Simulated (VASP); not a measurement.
# Mg6HO6 in VASP: single point with PBE+D3(BJ)

Aim: the single point of Mg6HO6 with PBE+D3(BJ).

Everything below comes from runs of VASP 6.6.1. Logs are shortened: lines on timing, memory, paths and dates and some standing lists are left out, and cuts for length are marked.

### 1 The cell of the first run

The cell holds a slab with vacuum, 26 atoms: a = 5.951 Å, b = 5.951 Å, c = 24.823 Å, α = 90.00°, β = 90.00°, γ = 120.00°.

### 2 Single point, PBE+D3(BJ)

Input file INCAR:

```
ALGO = Normal
DIPOL = 0.5 0.5 0.465
EDIFF = 1E-6
ENCUT = 520
GGA = PE
IDIPOL = 3
ISIF = 2
ISMEAR = 0
IVDW = 12
LASPH = T
LCHARG = T
LDIPOL = T
LELF = T
LREAL = Auto
LVACPOTAV = T
LVHAR = T
LWAVE = F
NBANDS = 68
NELM = 80
PREC = Accurate
SIGMA = 0.05
```

Input file KPOINTS:

```
k-points
0
Gamma
  3 3 1
```

Input file POSCAR:

```
Mg6HO6
1.0
    5.9506164706      0.0000000000      0.0000000000
   -2.9753082353      5.1533850317      0.0000000000
    0.0000000000      0.0000000000     24.8233225033
O Mg H
12 12 2
Direct
    0.1666666667      0.3333333333      0.3222775677
    0.1666666667      0.8333333333      0.3222775677
    0.6666666667      0.3333333333      0.3222775677
    0.6666666667      0.8333333333      0.3222775677
    0.5000000000      0.5000000000      0.4201423479
    0.5000000000      0.0000000000      0.4201423479
    0.0000000000      0.5000000000      0.4201423479
    0.0000000000      0.0000000000      0.4201423479
    0.8333333333      0.6666666667      0.5198958100
    0.8333644285      0.1666822143      0.5198595290
    0.3333177857      0.6666355715      0.5198595290
    0.3333177857      0.1666822143      0.5198595290
    0.3333333333      0.1666666667      0.3712099578
    0.3333333333      0.6666666667      0.3712099578
    0.8333333333      0.1666666667      0.3712099578
    0.8333333333      0.6666666667      0.3712099578
    0.6667079539      0.3334159079      0.4651824223
    0.6667079539      0.8332920461      0.4651824223
    0.1666666667      0.3333333333      0.4652165049
    0.1665840921      0.8332920461      0.4651824223
   -0.0000009646      0.5000009646      0.5656344021
   -0.0000009646     -0.0000019293      0.5656344021
    0.5000019293      0.5000009646      0.5656344021
    0.5000000000      0.0000000000      0.5653593289
    0.5000000000      0.0000000000      0.7044061400
    0.5000000000      0.0000000000      0.7347116803
```

Potentials or basis: VASP PAW PBE potentials, release 64 (O, Mg, H).

On the command line:

```console
$ cat potpaw_PBE.64/O/POTCAR potpaw_PBE.64/Mg/POTCAR potpaw_PBE.64/H/POTCAR > POTCAR
$ mpirun -np 1 vasp_std > vasp.out
```

OUTCAR:

```text
EDIFF = 1E-6
   ENCUT = 520
   GGA = PE
   ISIF = 2
   ISMEAR = 0
   IVDW = 12
   LASPH = T
   LREAL = Auto
   NELM = 80
   PREC = Accurate
 IVDW          = 12

 ion  position               nearest neighbor table
   1  0.167  0.333  0.322-  13 2.10  14 2.10  15 2.10
   2  0.167  0.833  0.322-  14 2.10  13 2.10  16 2.10
   3  0.667  0.333  0.322-  15 2.10  16 2.10  13 2.10
   4  0.667  0.833  0.322-  16 2.10  15 2.10  14 2.10
   5  0.500  0.500  0.420-  17 2.05  18 2.05  19 2.05  13 2.10  16 2.10  14 2.10
   6  0.500  0.000  0.420-  18 2.05  17 2.05  20 2.05  14 2.10  15 2.10  13 2.10
   7  0.000  0.500  0.420-  20 2.05  17 2.05  19 2.05  15 2.10  14 2.10  16 2.10
   8  0.000  0.000  0.420-  20 2.05  18 2.05  19 2.05  16 2.10  13 2.10  15 2.10
   9  0.833  0.667  0.520-  22 2.06  23 2.06  21 2.06  17 2.19  18 2.19  20 2.19
  10  0.833  0.167  0.520-  24 2.06  21 2.06  22 2.06  19 2.19  18 2.19  17 2.19
  11  0.333  0.667  0.520-  24 2.06  21 2.06  23 2.06  19 2.19  20 2.19  18 2.19
  12  0.333  0.167  0.520-  24 2.06  23 2.06  22 2.06  19 2.19  20 2.19  17 2.19
  13  0.333  0.167  0.371-   1 2.10   5 2.10   8 2.10   2 2.10   6 2.10   3 2.10  20 2.90  17 2.90
                            19 2.90  16 2.98  14 2.98  14 2.98  16 2.98  15 2.98  15 2.98
  14  0.333  0.667  0.371-   2 2.10   6 2.10   7 2.10   1 2.10   4 2.10   5 2.10  20 2.90  18 2.90
                            19 2.90  15 2.98  13 2.98  13 2.98  15 2.98  16 2.98  16 2.98
  15  0.833  0.167  0.371-   3 2.10   7 2.10   6 2.10   4 2.10   1 2.10   8 2.10  18 2.90  17 2.90
[... 4 lines left out ...]
                            13 2.90  18 2.97  20 2.97  19 2.98  19 2.98  18 2.98  20 2.98  24 3.02
  18  0.667  0.833  0.465-   5 2.05   8 2.05   6 2.05   9 2.19  10 2.19  11 2.19  16 2.90  15 2.90
                            14 2.90  17 2.97  20 2.97  19 2.98  19 2.98  17 2.98  20 2.98  24 3.02
  19  0.167  0.333  0.465-   8 2.05   5 2.05   7 2.05  12 2.19  11 2.19  10 2.19  13 2.90  14 2.90
                            15 2.90  20 2.98  17 2.98  18 2.98  18 2.98  20 2.98  17 2.98  22 3.03
  20  0.167  0.833  0.465-   8 2.05   7 2.05   6 2.05   9 2.19  12 2.19  11 2.19  16 2.90  13 2.90
                            14 2.90  17 2.97  18 2.97  19 2.98  19 2.98  17 2.98  18 2.98  24 3.02
  21  1.000  0.500  0.566-   9 2.06  10 2.06  11 2.06  22 2.98  23 2.98  24 2.98  24 2.98  22 2.98
                            23 2.98  19 3.03  20 3.03  17 3.03
  22  1.000  1.000  0.566-   9 2.06  12 2.06  10 2.06  21 2.98  23 2.98  24 2.98  24 2.98  23 2.98
                            21 2.98  19 3.03  20 3.03  18 3.03
  23  0.500  0.500  0.566-   9 2.06  12 2.06  11 2.06  22 2.98  21 2.98  24 2.98  24 2.98  22 2.98
                            21 2.98  19 3.03  17 3.03  18 3.03
  24  0.500  0.000  0.565-  11 2.06  10 2.06  12 2.06  23 2.98  22 2.98  21 2.98  21 2.98  23 2.98
                            22 2.98  18 3.02  17 3.02  20 3.02
  25  0.500  0.000  0.704-  26 0.75
  26  0.500  0.000  0.735-  25 0.75

  LATTYP: Found a hexagonal cell.
 ALAT       =     5.9506164706
 C/A-ratio  =     4.1715547668

  Lattice vectors:

 A1 = (   5.9506164706,   0.0000000000,   0.0000000000)
 A2 = (  -2.9753082353,   5.1533850317,   0.0000000000)
 A3 = (   0.0000000000,   0.0000000000,  24.8233225033)

Analysis of symmetry for initial positions (statically):
[... 176 lines left out ...]
  Thomas-Fermi vector in A             =   1.938697
   LORBIT       =      0    0 simple, 1 ext, 2 COOP (PROOUT), +10 PAW based schemes
   GGA     = PE    functional components
   LHFCALC =     F    Hartree Fock is set to
   AEXX    =    0.0000 exact exchange contribution
   IVDW    =    12    specifies the selected vdW correction
   LEPSILON=     F    determine dielectric tensor
   LRPA    =     F    only Hartree local field effects (RPA)
 non-spin polarized calculation
 Gauss-broadening in eV      SIGMA  =   0.05
  energy-cutoff  :      520.00
  volume of cell :      761.23
 maximum number of plane-waves:     20517
 NGX is ok and might be reduce to    48
   NGX = 23   NGY = 23   NGZ = 93

 dipolmoment           0.000000      0.000000      0.176982 electrons x Angstroem

 number of electron      98.0000001 magnetization

 dipolmoment           0.000000      0.000000     -0.934789 electrons x Angstroem

 Free energy of the ion-electron system (eV)
  ---------------------------------------------------
  ext. energy  EPLUGINS =         0.00000000
  ---------------------------------------------------
  free energy    TOTEN  =      -127.92048209 eV

  energy without entropy =     -127.88613556  energy(sigma->0) =     -127.90330882

 E-fermi :  -3.4043     XC(G=0):  -4.3263

 val. band max:       -3.4396577259   @ k =   0.3333   0.3333   0.0000
 cond. band min:      -3.3886141533   @ k =   0.3333   0.0000   0.0000
 fundamental gap:      0.0510435726
 Fermi energy:        -3.4042546626

 k-point     1 :       0.0000    0.0000    0.0000
  band No.  band energies     occupation
      1     -23.3209      2.00000
      2     -22.4331      2.00000
      3     -22.4331      2.00000
      4     -22.4302      2.00000
      5     -22.2156      2.00000
      6     -21.4687      2.00000
[... 181 lines left out ...]
     60       2.4417      0.00000
     61       2.4513      0.00000
 [bands above 61 left out]

------------------------ aborting loop because EDIFF is reached ----------------------------------------

 Edisp (eV)   -5.03397

 E8    (eV) :    -2.0469

  FORCE on cell =-STRESS in cart. coord.  units (eV):
  Direction    XX          YY          ZZ          XY          YZ          ZX
  --------------------------------------------------------------------------------------
  -------------------------------------------------------------------------------------
  Total       2.36685     2.36685     0.01610     0.00000     0.00000     0.00000
  in kB       4.98157     4.98157     0.03388     0.00000     0.00000     0.00000
  external pressure =        3.33 kB  Pullay stress =        0.00 kB

 VOLUME and BASIS-vectors are now :
 -----------------------------------------------------------------------------
  energy-cutoff  :      520.00
  volume of cell :      761.23
      direct lattice vectors                 reciprocal lattice vectors
     5.950616471  0.000000000  0.000000000     0.168049816  0.097023606  0.000000000
    -2.975308235  5.153385032  0.000000000     0.000000000  0.194047212  0.000000000
     0.000000000  0.000000000 24.823322503     0.000000000  0.000000000  0.040284696

 POSITION                                       TOTAL-FORCE (eV/Angst)
 -----------------------------------------------------------------------------------
      0.00000      1.71780      8.00000        -0.000000     -0.000000      1.304074
     -1.48765      4.29449      8.00000         0.000005      0.000003      1.304693
      2.97531      1.71780      8.00000        -0.000000     -0.000006      1.304693
      1.48765      4.29449      8.00000        -0.000005      0.000003      1.304693
      1.48765      2.57669     10.42933         0.000079      0.000046      1.422782
      2.97531      0.00000     10.42933        -0.000000     -0.000000      1.424760
[... 18 lines left out ...]
      2.97531      0.00000     17.48570        -0.000000     -0.000000      0.023691
      2.97531      0.00000     18.23798        -0.000000     -0.000000     -0.021456
 -----------------------------------------------------------------------------------
    total drift:                                0.000000      0.000001      0.025406

  FREE ENERGIE OF THE ION-ELECTRON SYSTEM (eV)
  ---------------------------------------------------
  free  energy   TOTEN  =      -132.9544550551 eV

  energy  without entropy=     -132.9201085204  energy(sigma->0) =     -132.93728179

 vacuum level on the upper side and lower side of the slab         1.166         6.682
```

stdout:

```text
POSCAR found type information on POSCAR O MgH
 POSCAR found :  3 types and      26 ions
 scaLAPACK will be used
 LDA part: xc-table for (Slater+PW92), standard interpolation
 POSCAR, INCAR and KPOINTS ok, starting setup
 FFT: planning ... GRIDC
 FFT: planning ... GRID_SOFT
 FFT: planning ... GRID
 WAVECAR not read
 entering main loop
 -----------------------------------------------------------------------------
|                                                                             |
|           W    W    AA    RRRRR   N    N  II  N    N   GGGG   !!!           |
|           W    W   A  A   R    R  NN   N  II  NN   N  G    G  !!!           |
|           W    W  A    A  R    R  N N  N  II  N N  N  G       !!!           |
|           W WW W  AAAAAA  RRRRR   N  N N  II  N  N N  G  GGG   !            |
|           WW  WW  A    A  R   R   N   NN  II  N   NN  G    G                |
|           W    W  A    A  R    R  N    N  II  N    N   GGGG   !!!           |
|                                                                             |
|     Did not find any points to average over, which means that no vacuum     |
|     field-free region was found. Please increase the size of  your cell     |
|     in the dimension of the dipole correction to obtain accurate            |
|     workfunction values.                                                    |
|                                                                             |
 -----------------------------------------------------------------------------
```

Run time: 7.7 min. Hardware: 1 thread of Intel Xeon 6975P-C (Granite Rapids), shared host; peak memory 0.88 GiB.

Results:

```
Free energy                : -132.9545 eV
Largest force              : 2.726 eV/Å
Band gap on the k mesh     : zero (bands 49 and 50 overlap by 0.49 eV)
Dispersion energy per atom : -0.194 eV
```

Forces in eV/Å, atoms in the order of the input:
```
O    0.000  0.000  1.304
O    0.000  0.000  1.305
O    0.000  0.000  1.305
O    0.000  0.000  1.305
O    0.000  0.000  1.423
O    0.000  0.000  1.425
O    0.000  0.000  1.423
O    0.000  0.000  1.423
O    0.000  0.000 -0.034
O    0.005  0.003 -0.036
O    0.000 -0.006 -0.036
O   -0.005  0.003 -0.036
Mg   0.000  0.000 -2.723
Mg   0.000  0.000 -2.723
Mg   0.000  0.000 -2.723
Mg   0.000  0.000 -2.726
Mg   0.000 -0.001  0.042
Mg  -0.001  0.001  0.042
Mg   0.000  0.000  0.039
Mg   0.001  0.001  0.042
Mg   0.000  0.000 -0.013
Mg   0.000  0.001 -0.013
Mg   0.000  0.000 -0.013
Mg   0.000  0.000 -0.002
H    0.000  0.000  0.024
H    0.000  0.000 -0.021
```

Levels at points of the mesh, in eV from the Fermi level:
```tsv
k point	band 44	band 45	band 46	band 47	band 48	band 49	band 50	band 51	band 52	band 53
(0.00, 0.00, 0.00)	-0.22	-0.22	-0.05	-0.05	-0.05	0.46	0.46	1.78	1.78	1.78
```

Caveat: the k points lie up to 0.41 Å⁻¹ apart.

The gap in the log of VASP goes by the Fermi energy; the results here count the filled bands.